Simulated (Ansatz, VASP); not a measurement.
**One calculation of Ag, two programs**

```
Ag
1.0
    -2.04280    1.67847    1.49791
     1.67847   -2.04280    1.49791
     3.88644    3.88644   -2.16517
Ag
2
Direct
  0.95846 0.04154 0.00000
  0.79154 0.20846 0.50000
```

Alike in both runs: task single point; functional RPBE; k mesh 15 × 15 × 7; occupations fermi-dirac, width 0.1 eV; no spin polarisation.

|  | VASP | Ansatz |
| --- | --- | --- |
| version | VASP 6.6.1 | Ansatz 0.2.0 |
| potentials or method | VASP PAW PBE potentials, release 64 (Ag), cutoff 520 eV | plane waves (420 eV) with PAW, scalar-relativistic |
| valence electrons in the cell | 22 | 38 |

```csv
,VASP,Ansatz,Ansatz less VASP
pressure (GPa),-4.5,-4.5,+0.01
```

VASP's potentials were made for PBE, not for RPBE. VASP's potentials hold 22 valence electrons a cell and Ansatz's 38, so a difference there can come from the potentials and not from the codes.
